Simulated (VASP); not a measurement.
The system is MoS2.

```
Mo S
1.0
     1.59653    0.92176    6.07723
    -1.59653    0.92176    6.07723
     0.00000   -1.84351    6.07723
Mo S
1 2
Direct
  0.00000 0.00000 0.00000
  0.24743 0.24743 0.24743
  0.75257 0.75257 0.75257
```

Base run:

* Program: VASP 6.6.1
* Functional: r2SCAN
* Potentials or basis: VASP PAW PBE potentials, release 64 (Mo_sv, S)
* Cutoff: 520 eV
* k mesh: 10 × 10 × 10
* Occupations: fermi-dirac, width 0.02 eV
* Spin: no spin polarisation

Its results: band gap on the k mesh zero (band 13 reaches 7.90 eV, above the bottom of band 14 at 7.16 eV); pressure 1.2 GPa; largest force 0.068 eV/Å.

Task: The run is repeated on the same cell with these changes: functional from r2SCAN to PBE; further incar settings from ALGO = Normal; EDIFF = 1e-07; NBANDS = 20 to ALGO = Normal; EDIFF = 1e-06; NBANDS = 20. What comes out?

Result: Band gap on the k mesh zero (band 13 reaches 7.94 eV, above the bottom of band 14 at 7.33 eV); pressure 2.1 GPa; largest force 0.154 eV/Å.

Caveats: the PAW data sets were made with another functional, which shifts forces and pressure a little (some runs).
